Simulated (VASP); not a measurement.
# Ba3MgCd (Pm-3m) in VASP: notebook

Runs on Ba3MgCd. Level: PBE. Tasks: single point, relaxation of cell and atoms.

Everything below comes from runs of VASP 6.6.1. Logs are shortened: lines on timing, memory, paths and dates and some standing lists are left out, and cuts for length are marked.

### 1 The cell of the first run

Symmetry: Pm-3m, No. 221, cubic system. Conventional cell: a = 6.601 Å, b = 6.601 Å, c = 6.601 Å, α = 90.00°, β = 90.00°, γ = 90.00°. Within 4.3 Å of Ba (site symmetry 4/mmm) lie 2 Cd at 3.30 Å. Cd (site symmetry m-3m) has 6 Ba at 3.30 Å within 4.3 Å.

### 2 Single point, PBE

File INCAR:

```
  PREC = Accurate
  ENCUT = 520
  EDIFF = 1E-6
  ISMEAR = 0
  SIGMA = 0.1
  LREAL = F
  LASPH = T
  NELM = 60
  ALGO = Normal
  ISIF = 2
  LWAVE = F
  LCHARG = F
  GGA = PE
  NBANDS = 30
```

File KPOINTS:

```
regular mesh
0
Gamma
  4 4 4
```

File POSCAR:

```
Ba3MgCd
1.0
    6.6014884478      0.0000000000      0.0000000000
    0.0000000000      6.6014884478      0.0000000000
    0.0000000000      0.0000000000      6.6014884478
Ba Mg Cd
3 1 1
Direct
    0.0000000000      0.5000000000      0.5000000000
    0.5000000000      0.0000000000      0.5000000000
    0.5000000000      0.5000000000      0.0000000000
    0.0000000000      0.0000000000      0.0000000000
    0.5000000000      0.5000000000      0.5000000000
```

Potentials or basis: VASP PAW PBE potentials, release 64 (Ba_sv, Mg, Cd).

Run with:

```sh
cat potpaw_PBE.64/Ba_sv/POTCAR potpaw_PBE.64/Mg/POTCAR potpaw_PBE.64/Cd/POTCAR > POTCAR
mpirun -np 1 vasp_std > vasp.out
```

OUTCAR:

```text
PREC = Accurate
   ENCUT = 520
   EDIFF = 1E-6
   ISMEAR = 0
   LREAL = F
   LASPH = T
   NELM = 60
   ISIF = 2
   GGA = PE

 ion  position               nearest neighbor table
   1  0.000  0.500  0.500-   5 3.30   5 3.30   2 4.67   3 4.67   2 4.67   2 4.67   3 4.67   3 4.67
                             3 4.67   2 4.67
   2  0.500  0.000  0.500-   5 3.30   5 3.30   1 4.67   3 4.67   1 4.67   3 4.67   3 4.67   3 4.67
                             1 4.67   1 4.67
   3  0.500  0.500  0.000-   5 3.30   5 3.30   1 4.67   1 4.67   2 4.67   2 4.67   2 4.67   2 4.67
                             1 4.67   1 4.67
   4  0.000  0.000  0.000-
   5  0.500  0.500  0.500-   1 3.30   2 3.30   3 3.30   3 3.30   2 3.30   1 3.30

  LATTYP: Found a simple cubic cell.
 ALAT       =     6.6014884478

  Lattice vectors:

 A1 = (   6.6014884478,   0.0000000000,   0.0000000000)
 A2 = (   0.0000000000,   6.6014884478,   0.0000000000)
 A3 = (   0.0000000000,   0.0000000000,   6.6014884478)

Analysis of symmetry for initial positions (statically):
=====================================================================
 Subroutine PRICEL returns:
 Original cell was already a primitive cell.

 Routine SETGRP: Setting up the symmetry group for a
 simple cubic supercell.

 Subroutine GETGRP returns: Found 48 space group operations
 (whereof 48 operations were pure point group operations)
 out of a pool of 48 trial point group operations.

The static configuration has the point symmetry O_h .

Analysis of symmetry for dynamics (positions and initial velocities):
=====================================================================
 Subroutine PRICEL returns:
 Original cell was already a primitive cell.

 Routine SETGRP: Setting up the symmetry group for a
 simple cubic supercell.

 Subroutine GETGRP returns: Found 48 space group operations
 (whereof 48 operations were pure point group operations)
 out of a pool of 48 trial point group operations.

The dynamic configuration has the point symmetry O_h .

 Subroutine INISYM returns: Found 48 space group operations
 (whereof 48 operations are pure point group operations),
 and found     1 'primitive' translations

----------------------------------------------------------------------------------------

                                     Primitive cell

  volume of cell :     287.6906

[... 78 lines left out ...]
   NELM   =     60;   NELMIN=  2; NELMDL= -5     # of ELM steps
   EDIFF  = 0.1E-05   stopping-criterion for ELM
   LREAL  =      F    real-space projection
   EDIFFG = 0.1E-04   stopping-criterion for IOM
   NSW    =      0    number of steps for IOM
   IBRION =     -1    ionic relax: 0-MD 1-quasi-New 2-CG
   NFREE  =      0    steps in history (QN), initial steepest desc. (CG)
   ISIF   =      2    stress and relaxation
   ISYM   =      2    0-nonsym 1-usesym 2-fastsym
   POTIM  = 0.5000    time-step for ionic-motion
   TEBEG  =    0.0;   TEEND  =   0.0 temperature during run
   PSTRESS=    0.0 pullay stress
   NELECT =      44.0000    total number of electrons
   NUPDOWN=      -1.0000    fix difference up-down
   EMIN   =  10.00;   EMAX   =-10.00  energy-range for DOS
   EFERMI =   0.00;   METHOD = LEGACY
   ISMEAR =     0;   SIGMA  =   0.10  broadening in eV -4-tet -1-fermi 0-gaus
   EFERMI_NEDOS =   21; number of points for ismear=-14 and -15
   IALGO  =     38    algorithm
   IMIX   =      4    mixing-type and parameters
     AMIX     =   0.40;   BMIX     =  1.00
     AMIX_MAG =   1.60;   BMIX_MAG =  1.00
  volume/ion in A,a.u.               =      57.54       388.29
  Fermi-wavevector in a.u.,A,eV,Ry     =   0.875489  1.654434 10.428599  0.766480
  Thomas-Fermi vector in A             =   1.995167
   LORBIT       =      0    0 simple, 1 ext, 2 COOP (PROOUT), +10 PAW based schemes
   GGA     = PE    functional components
   LHFCALC =     F    Hartree Fock is set to
   AEXX    =    0.0000 exact exchange contribution
   IVDW    =     0    specifies the selected vdW correction
   LEPSILON=     F    determine dielectric tensor
   LRPA    =     F    only Hartree local field effects (RPA)
 non-spin polarized calculation
 Gauss-broadening in eV      SIGMA  =   0.10
  energy-cutoff  :      520.00
  volume of cell :      287.69
 maximum number of plane-waves:      7809
 NGX is ok and might be reduce to    50
   NGX = 25   NGY = 25   NGZ = 25

 number of electron      44.0000007 magnetization

 Free energy of the ion-electron system (eV)
  ---------------------------------------------------
  ext. energy  EPLUGINS =         0.00000000
  ---------------------------------------------------
  free energy    TOTEN  =        -7.26841012 eV

  energy without entropy =       -7.19920012  energy(sigma->0) =       -7.23380512

 E-fermi :   1.1783     XC(G=0):  -7.0995

 val. band max:        1.1453328987   @ k =   0.0000   0.0000   0.0000
 cond. band min:       1.1833762606   @ k =   0.5000   0.5000   0.2500
 fundamental gap:      0.0380433618
 Fermi energy:         1.1783147712

 k-point     1 :       0.0000    0.0000    0.0000
  band No.  band energies     occupation
      1     -27.9103      2.00000
      2     -27.8871      2.00000
      3     -27.8871      2.00000
      4     -13.1991      2.00000
      5     -13.1991      2.00000
      6     -13.1991      2.00000
[... 319 lines left out ...]
     29       2.6962      0.00000
     30       2.6962      0.00000

------------------------ aborting loop because EDIFF is reached ----------------------------------------

  FORCE on cell =-STRESS in cart. coord.  units (eV):
  Direction    XX          YY          ZZ          XY          YZ          ZX
  --------------------------------------------------------------------------------------
  -------------------------------------------------------------------------------------
  Total        0.3944537      0.3944537      0.3944537      0.0000000      0.0000000      0.0000000
  in kB        2.1967520      2.1967520      2.1967520      0.0000000      0.0000000      0.0000000
  external PRESSURE =       2.1967520 kB  Pullay stress =       0.0000000 kB

 VOLUME and BASIS-vectors are now :
 -----------------------------------------------------------------------------
  energy-cutoff  :      520.00
  volume of cell :      287.69
      direct lattice vectors                 reciprocal lattice vectors
     6.601488448  0.000000000  0.000000000     0.151480989  0.000000000  0.000000000
     0.000000000  6.601488448  0.000000000     0.000000000  0.151480989  0.000000000
     0.000000000  0.000000000  6.601488448     0.000000000  0.000000000  0.151480989

 POSITION                                       TOTAL-FORCE (eV/Angst)
 -----------------------------------------------------------------------------------
      0.00000      3.30074      3.30074         0.000000      0.000000      0.000000
      3.30074      0.00000      3.30074         0.000000      0.000000      0.000000
      3.30074      3.30074      0.00000         0.000000      0.000000      0.000000
      0.00000      0.00000      0.00000         0.000000      0.000000      0.000000
      3.30074      3.30074      3.30074         0.000000      0.000000      0.000000
 -----------------------------------------------------------------------------------
    total drift:                                0.000000     -0.000000      0.000000

  FREE ENERGIE OF THE ION-ELECTRON SYSTEM (eV)
  ---------------------------------------------------
  free  energy   TOTEN  =        -7.2684101162 eV

  energy  without entropy=       -7.1992001223  energy(sigma->0) =       -7.23380512
```

stdout:

```text
POSCAR found type information on POSCAR BaMgCd
 POSCAR found :  3 types and       5 ions
 scaLAPACK will be used
 LDA part: xc-table for (Slater+PW92), standard interpolation
 POSCAR, INCAR and KPOINTS ok, starting setup
 FFT: planning ... GRIDC
 FFT: planning ... GRID_SOFT
 FFT: planning ... GRID
 WAVECAR not read
 entering main loop
```

Wall time 2.2 min (1 thread of Intel Xeon Platinum 8375C at 2.90GHz (Ice Lake), shared host); peak memory 0.39 GiB.

Results:

```
Free energy            : -7.2684 eV
Pressure               : 0.2 GPa
Band gap on the k mesh : zero (bands 22 and 23 overlap by 0.37 eV)
```

Caveat: spin-orbit coupling is left out, which moves the levels of the heavy elements.

### 3 Single point, PBE

This run uses another cell than the first one, of 58.10 Å³/atom.

File INCAR:

```
ALGO = Fast
EDIFF = 1E-6
ENCUT = 520
GGA = PE
ISIF = 2
ISMEAR = 0
LASPH = T
LCHARG = T
LELF = T
LREAL = F
LVHAR = T
LWAVE = F
NBANDS = 30
NELM = 80
PREC = Accurate
SIGMA = 0.1
```

File KPOINTS:

```
k-points
0
Gamma
  4 4 4
```

Edit POSCAR of step 2 so:

```diff
@@ -2,5 +2,5 @@
 1.0
-    6.6014884478      0.0000000000      0.0000000000
-    0.0000000000      6.6014884478      0.0000000000
-    0.0000000000      0.0000000000      6.6014884478
+    6.6229506194      0.0000000000      0.0000000000
+    0.0000000000      6.6229506194      0.0000000000
+    0.0000000000      0.0000000000      6.6229506194
 Ba Mg Cd
```

Potentials or basis: VASP PAW PBE potentials, release 64 (Ba_sv, Mg, Cd).

Run with:

```sh
cat potpaw_PBE.64/Ba_sv/POTCAR potpaw_PBE.64/Mg/POTCAR potpaw_PBE.64/Cd/POTCAR > POTCAR
mpirun -np 1 vasp_std > vasp.out
```

OUTCAR:

```text
EDIFF = 1E-6
   ENCUT = 520
   GGA = PE
   ISIF = 2
   ISMEAR = 0
   LASPH = T
   LREAL = F
   NELM = 80
   PREC = Accurate

 ion  position               nearest neighbor table
   1  0.000  0.500  0.500-   5 3.31   5 3.31   2 4.68   3 4.68   2 4.68   2 4.68   3 4.68   3 4.68
                             3 4.68   2 4.68
   2  0.500  0.000  0.500-   5 3.31   5 3.31   1 4.68   3 4.68   1 4.68   3 4.68   3 4.68   3 4.68
                             1 4.68   1 4.68
   3  0.500  0.500  0.000-   5 3.31   5 3.31   1 4.68   1 4.68   2 4.68   2 4.68   2 4.68   2 4.68
[... 522 lines left out ...]
  -------------------------------------------------------------------------------------
  Total        0.1816286      0.1816286      0.1816286      0.0000000     -0.0000000     -0.0000000
  in kB        1.0017059      1.0017059      1.0017059      0.0000000     -0.0000000     -0.0000000
  external PRESSURE =       1.0017059 kB  Pullay stress =       0.0000000 kB

 VOLUME and BASIS-vectors are now :
 -----------------------------------------------------------------------------
  energy-cutoff  :      520.00
  volume of cell :      290.51
      direct lattice vectors                 reciprocal lattice vectors
     6.622950619  0.000000000  0.000000000     0.150990104  0.000000000  0.000000000
     0.000000000  6.622950619  0.000000000     0.000000000  0.150990104  0.000000000
     0.000000000  0.000000000  6.622950619     0.000000000  0.000000000  0.150990104

 POSITION                                       TOTAL-FORCE (eV/Angst)
 -----------------------------------------------------------------------------------
      0.00000      3.31148      3.31148         0.000000      0.000000      0.000000
      3.31148      0.00000      3.31148         0.000000      0.000000      0.000000
      3.31148      3.31148      0.00000         0.000000      0.000000      0.000000
      0.00000      0.00000      0.00000         0.000000      0.000000      0.000000
      3.31148      3.31148      3.31148         0.000000      0.000000      0.000000
 -----------------------------------------------------------------------------------
    total drift:                                0.000000     -0.000000      0.000000

  FREE ENERGIE OF THE ION-ELECTRON SYSTEM (eV)
  ---------------------------------------------------
  free  energy   TOTEN  =        -7.2712556156 eV

  energy  without entropy=       -7.2027414101  energy(sigma->0) =       -7.23699851
```

OSZICAR:

```text
N       E                     dE             d eps       ncg     rms          rms(c)
DAV:   1     0.346801819279E+03    0.34680E+03   -0.17516E+04   600   0.118E+03
DAV:   2     0.213462789497E+02   -0.32546E+03   -0.31873E+03   834   0.261E+02
DAV:   3    -0.697600745683E+01   -0.28322E+02   -0.27974E+02   800   0.825E+01
DAV:   4    -0.810221069694E+01   -0.11262E+01   -0.11221E+01   870   0.123E+01
DAV:   5    -0.812833474317E+01   -0.26124E-01   -0.26114E-01   802   0.182E+00    0.473E+00
RMM:   6    -0.728215936171E+01    0.84618E+00   -0.82863E-01   655   0.364E+00    0.220E+00
RMM:   7    -0.726761514442E+01    0.14544E-01   -0.61338E-01   765   0.235E+00    0.109E+00
RMM:   8    -0.727469222361E+01   -0.70771E-02   -0.90690E-02   718   0.121E+00    0.677E-01
RMM:   9    -0.727356152073E+01    0.11307E-02   -0.83124E-02   796   0.877E-01    0.214E-01
RMM:  10    -0.727194580685E+01    0.16157E-02   -0.11876E-02   855   0.420E-01    0.112E-01
RMM:  11    -0.727098975494E+01    0.95605E-03   -0.45588E-03   862   0.215E-01    0.246E-02
RMM:  12    -0.727117773837E+01   -0.18798E-03   -0.21195E-03   942   0.903E-02    0.113E-02
RMM:  13    -0.727123363005E+01   -0.55892E-04   -0.57805E-04   913   0.424E-02    0.457E-03
RMM:  14    -0.727124489242E+01   -0.11262E-04   -0.14701E-04   813   0.241E-02    0.227E-03
RMM:  15    -0.727125185942E+01   -0.69670E-05   -0.78400E-05   723   0.137E-02    0.104E-03
RMM:  16    -0.727125389370E+01   -0.20343E-05   -0.26297E-05   641   0.845E-03    0.760E-04
RMM:  17    -0.727125510894E+01   -0.12152E-05   -0.13716E-05   536   0.550E-03    0.391E-04
RMM:  18    -0.727125561561E+01   -0.50667E-06   -0.56917E-06   451   0.380E-03
   1 F= -.72712556E+01 E0= -.72369985E+01  d E =-.685142E-01
```

Run time: 3.3 min. Hardware: 1 thread of Intel Xeon Platinum 8375C at 2.90GHz (Ice Lake), shared host; peak memory 0.41 GiB.

Results:

```
Free energy            : -7.2713 eV
Pressure               : 0.1 GPa
Band gap on the k mesh : zero (bands 22 and 23 overlap by 0.37 eV)
```

Levels at points of the mesh, in eV from the Fermi level:
```tsv
k point	band 19	band 20	band 21	band 22	band 23	band 24	band 25	band 26
(0.00, 0.00, 0.00)	-2.83	-0.03	-0.03	0.38	0.38	0.38	0.51	0.51
(0.50, 0.00, 0.00)	-2.62	-1.06	-0.33	0.16	0.16	0.33	0.33	0.64
(0.50, 0.50, 0.00)	-2.29	-1.42	-1.42	-0.07	0.07	0.07	0.07	1.17
(0.50, 0.50, 0.50)	-2.36	-1.41	-1.41	-1.41	0.05	0.05	0.05	1.41
```

Caveat: spin-orbit coupling is left out, which moves the levels of the heavy elements.

### 4 Relaxation of cell and atoms, PBE

This run uses another cell than the first one, of 29.48 Å³/atom.

File INCAR:

```
SYSTEM = Ba3MgCd
ALGO = Normal
EDIFF = 1E-6
EDIFFG = -0.04
ENCUT = 600
GGA = PE
IBRION = 2
ISIF = 3
ISMEAR = 0
LASPH = .TRUE.
LCHARG = .FALSE.
LREAL = .FALSE.
LWAVE = .FALSE.
NELM = 80
NSW = 90
PREC = Accurate
SIGMA = 0.1
```

File KPOINTS:

```
k-points
0
G
  4 4 4
  0 0 0
```

Edit POSCAR of step 3 so:

```diff
@@ -2,5 +2,5 @@
 1.0
-    6.6229506194      0.0000000000      0.0000000000
-    0.0000000000      6.6229506194      0.0000000000
-    0.0000000000      0.0000000000      6.6229506194
+    5.2823344762      0.0000000000      0.0000000000
+    0.0000000000      5.2823344762      0.0000000000
+    0.0000000000      0.0000000000      5.2823344762
 Ba Mg Cd
```

Run with:

```sh
cat potpaw_PBE.64/Ba_sv/POTCAR potpaw_PBE.64/Mg/POTCAR potpaw_PBE.64/Cd/POTCAR > POTCAR
mpirun -np 1 vasp_std > vasp.out
```

Run time: 3.1 min. Hardware: 1 thread of Intel Xeon Platinum 8375C at 2.90GHz (Ice Lake), shared host; peak memory 0.29 GiB.

Results (log left out):

| Property | Result |
| --- | --- |
| Free energy | -7.2388 eV |
| Relaxed volume | 58.21 Å³/atom |
| Relaxed cell | a = 6.627 Å, b = 6.627 Å, c = 6.627 Å, α = 90.00°, β = 90.00°, γ = 90.00° |
| Space group after relaxing (to 0.1 Å) | Pm-3m (No. 221) |
| Energy gained by relaxing | 1536.1 meV/atom |
| Ionic steps | 4 |
| Pressure after relaxing | 0.0 GPa |
| Band gap on the k mesh | zero (bands 22 and 23 overlap by 0.37 eV) |

Step by step:
| step | energy change (eV) | largest force (eV/Å) | pressure (GPa) | volume (Å³) |
| --- | --- | --- | --- | --- |
| 1 | 0.0000 | 0.0000 | 29.59 | 147.39 |
| 2 | -7.6764 | 0.0000 | -0.23 | 296.71 |
| 3 | -7.6769 | 0.0000 | 0.23 | 285.71 |
| 4 | -7.6806 | 0.0000 | 0.00 | 291.06 |

Final structure:
```cif
data_structure
_symmetry_space_group_name_H-M 'P 1'
_symmetry_Int_Tables_number 1
_cell_length_a 6.6271
_cell_length_b 6.6271
_cell_length_c 6.6271
_cell_angle_alpha 90.000
_cell_angle_beta 90.000
_cell_angle_gamma 90.000
_cell_volume 291.06
loop_
_atom_site_label
_atom_site_type_symbol
_atom_site_fract_x
_atom_site_fract_y
_atom_site_fract_z
_atom_site_occupancy
Ba1 Ba 0.00000 0.50000 0.50000 1
Ba2 Ba 0.50000 0.00000 0.50000 1
Ba3 Ba 0.50000 0.50000 0.00000 1
Mg1 Mg 0.00000 0.00000 0.00000 1
Cd1 Cd 0.50000 0.50000 0.50000 1
```

Levels at points of the mesh, in eV from the Fermi level:
| k point | band 18 | band 19 | band 20 | band 21 | band 22 | band 23 | band 24 | band 25 | band 26 |
| --- | --- | --- | --- | --- | --- | --- | --- | --- | --- |
| (0.00, 0.00, 0.00) | -4.69 | -2.83 | -0.03 | -0.03 | 0.38 | 0.38 | 0.38 | 0.51 | 0.51 |
| (0.50, 0.00, 0.00) | -4.12 | -2.62 | -1.06 | -0.33 | 0.16 | 0.16 | 0.33 | 0.33 | 0.64 |
| (0.50, 0.50, 0.00) | -3.52 | -2.29 | -1.42 | -1.42 | -0.07 | 0.07 | 0.07 | 0.07 | 1.17 |
| (0.50, 0.50, 0.50) | -2.86 | -2.36 | -1.41 | -1.41 | -1.41 | 0.05 | 0.05 | 0.05 | 1.41 |

Caveat: the volume moved by over 15 % at a fixed basis, so the end points are rough; spin-orbit coupling is left out, which moves the levels of the heavy elements.

### 5 Summary

```tsv
task	cell	cutoff (eV)	gap on the mesh (eV)	pressure (GPa)
single point	a = 6.601 Å, 5 atoms	520	none	0.2
single point	a = 6.623 Å, 5 atoms	520	none	0.1
relaxation of cell and atoms	relaxed from a = 5.282 Å, 5 atoms	600	none	0.0
```

Alike in all rows: level PBE; potentials or basis VASP PAW PBE potentials, release 64 (Ba_sv, Mg, Cd); no spin polarisation; k mesh 4 × 4 × 4; smearing gaussian 0.1 eV.

Caveats: spin-orbit coupling is left out, which moves the levels of the heavy elements; the volume moved by over 15 % at a fixed basis, so the end points are rough (at least some runs).

Total energies depend on the potentials used, so only differences within one code and one set of settings carry meaning.
